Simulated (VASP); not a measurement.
Here is a VASP 6.6.1 calculation.

Contents of POSCAR:

```
SrTiO3
1.0
    3.9035451601      0.0000000000      0.0000000000
    0.0000000000      3.9035451601      0.0000000000
    0.0000000000      0.0000000000      3.9231806804
Sr Ti O
1 1 3
Direct
    0.5000000000      0.5000000000      0.5813666738
    0.0000000000      0.0000000000      0.0850163725
    0.0000000000      0.5000000000      0.0645584601
    0.5000000000      0.0000000000      0.0645584601
    0.0000000000      0.0000000000      0.5644970234
```

INCAR.step1

```
PREC = Accurate ; ENCUT = 520
EDIFF = 1E-5 ; ISMEAR = 0
SIGMA = 0.01 ; LREAL = F
LASPH = T ; NELM = 100
ALGO = Normal ; ISIF = 2
LWAVE = T ; LCHARG = F
GGA = PE ; NBANDS = 28
KPAR = 4
```

File INCAR.step2:

```
PREC = Accurate ; ENCUT = 520
EDIFF = 1E-6 ; ISMEAR = 0
SIGMA = 0.01 ; LREAL = F
LASPH = T ; NELM = 100
ALGO = Normal ; ISIF = 2
LWAVE = F ; LCHARG = F
GGA = PE ; LHFCALC = T
AEXX = 0.25 ; PRECFOCK = Fast
ISTART = 1 ; NBANDS = 28
KPAR = 4
```

The input KPOINTS:

```
Automatic mesh
0
Gamma
  4 4 4
```

Potentials or basis: VASP PAW PBE potentials, release 64 (Sr_sv, Ti_sv, O).

The run is started by

```bash
$ cat potpaw_PBE.64/Sr_sv/POTCAR potpaw_PBE.64/Ti_sv/POTCAR potpaw_PBE.64/O/POTCAR > POTCAR
$ cp INCAR.step1 INCAR
$ mpirun -np 4 vasp_std > vasp.out
$ cp INCAR.step2 INCAR
$ mpirun -np 4 vasp_std > vasp.out
```

Question: What does it give for the pressure?

Answer: -1.3 GPa.

Question: Estimate the largest force.

Answer: 0.102 eV/Å.

Question: What does it give for the band gap on the k mesh?

Answer: 4.08 eV (least direct gap 4.54 eV).

Forces on the atoms (eV/Å):
```
Sr   0.000  0.000  0.008
Ti   0.000  0.000  0.099
O    0.000  0.000 -0.002
O    0.000  0.000 -0.002
O    0.000  0.000 -0.102
```

Caveat: the PAW data sets were made with another functional, which shifts forces and pressure a little. A k mesh can miss the band edges.
